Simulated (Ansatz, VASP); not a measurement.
# One calculation of TePb, two programs

Contents of POSCAR:

```
TePb
1.0
    0.0000000000      3.2686743700      3.2686743700
    3.2686743700      0.0000000000      3.2686743700
    3.2686743700      3.2686743700      0.0000000000
Te Pb
1 1
Direct
    0.5000000000      0.5000000000      0.5000000000
    0.0000000000      0.0000000000      0.0000000000
```

File INCAR.step1:

```
SYSTEM = TePb
PREC = Accurate
ENCUT = 520
ISMEAR = -1
SIGMA = 0.02
LREAL = .False.
LASPH = .True.
NELM = 60
GGA = PE
ALGO = Normal
EDIFF = 1E-4
LWAVE = .True.
LCHARG = .False.
```

Contents of INCAR.step2:

```
SYSTEM = TePb
PREC = Accurate
ENCUT = 520
EDIFF = 1E-6
ISMEAR = -1
SIGMA = 0.02
LREAL = .False.
LASPH = .True.
NELM = 60
ALGO = Normal
ISIF = 2
LWAVE = .False.
LCHARG = .False.
METAGGA = R2SCAN
LMIXTAU = .True.
IBRION = 2
NSW = 50
EDIFFG = -0.01
ISTART = 1
```

KPOINTS

```
Automatic mesh
0
Gamma
  8 8 8
  0 0 0
```

Input for Ansatz:

```yaml
crystal:
  lattice:
    - [0.0, 3.26867437, 3.26867437]
    - [3.26867437, 0.0, 3.26867437]
    - [3.26867437, 3.26867437, 0.0]
  atoms:
    - { symbol: Te, position: [0.5, 0.5, 0.5] }
    - { symbol: Pb, position: [0.0, 0.0, 0.0] }
  symmetry: { tolerance: 0.0003 }
hamiltonian:
  xc: r2scan
  pseudopotentials: { kind: paw, azcp: { folder: soft_1 } }
basis:
  ecutwfc: 500
magnetization:
  spin_polarized: false
scf:
  occupations: { method: fermi_dirac, width: 0.02 }
kpoints:
  mp_grid: { grid: [8, 8, 8], shift: [0, 0, 0] }
  band_path:
    path:
      - [0.0, 0.0, 0.0]
      - [0.5, 0.0, 0.5]
      - [0.625, 0.25, 0.625]
      - [0.375, 0.375, 0.75]
      - [0.0, 0.0, 0.0]
      - [0.5, 0.5, 0.5]
      - [0.5, 0.25, 0.75]
      - [0.5, 0.0, 0.5]
    npoints: 10
output:
  forces: true
  stress: true
  eigenvalues: true
  write_potential: true
  elf: true
  volumetric_format: npy
  dos: { e_range: [-12, 8], de: 0.05 }
relax:
  max_steps: 30
```

Alike in both runs: task relaxation of the atoms; functional r2SCAN; k mesh 8 × 8 × 8; occupations fermi-dirac, width 0.02 eV; no spin polarisation.

```csv
,VASP,Ansatz
version,VASP 6.6.1,Ansatz 0.2.0
potentials or method,"VASP PAW PBE potentials, release 64 (Te, Pb_d), cutoff 520 eV",PAW plane waves
valence electrons in the cell,20,30
```

|  | VASP | Ansatz | Ansatz less VASP |
| --- | --- | --- | --- |
| gap on the k mesh at the Fermi level, each at its own relaxed structure (eV) | 1.09 | 1.10 | +0.004 |

VASP's potentials were made for PBE, not for r2SCAN. VASP's potentials hold 20 valence electrons a cell and Ansatz's 30, so a difference there can come from the potentials and not from the codes. Ansatz's warnings: stress scf threshold loose.

Spin-orbit coupling is off throughout. Noted on VASP's run: the relaxation stopped at its first step, so nothing moved.
